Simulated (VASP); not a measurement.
SiC, 2 atoms in the cell. Symmetry: F-43m, No. 216, cubic system. The conventional cell has a = 4.203 Å, b = 4.203 Å, c = 4.203 Å, α = 90.00°, β = 90.00°, γ = 90.00°. Si (site symmetry -43m) has 4 C at 1.82 Å within 2.4 Å. Within 2.4 Å of C (site symmetry -43m) lie 4 Si at 1.82 Å. 

```yaml
Program: VASP 6.6.1
Task: elastic constants
Functional: r2SCAN
Potentials_or_basis: VASP PAW PBE potentials, release 64 (Si, C)
Cutoff: 600 eV
k_mesh: 10 × 10 × 10
Occupations: gaussian, width 0.01 eV
Spin: no spin polarisation
Dipole_correction: no
Ions_in_elastic_constants: relaxed
Further_INCAR_settings: ALGO = Normal; EDIFF = 1e-08; IBRION = 6; POTIM = 0.015; NSW = 1; ISIF = 3
```

Potentials or basis: VASP PAW PBE potentials, release 64 (Si, C).

Launch:

```bash
$ cat potpaw_PBE.64/Si/POTCAR potpaw_PBE.64/C/POTCAR > POTCAR
$ mpirun -np 1 vasp_std > vasp.out
```

Hardware: 1 thread of AMD EPYC 9R45 96-Core Processor (Zen 5) (shared host).

Task: How long does it take, and how much memory?

Result: Wall time 16 min on 1 thread of AMD EPYC 9R45 96-Core Processor (Zen 5), with other jobs on the host, peak memory 0.21 GiB. Counts: scf iterations 250, k points 47.
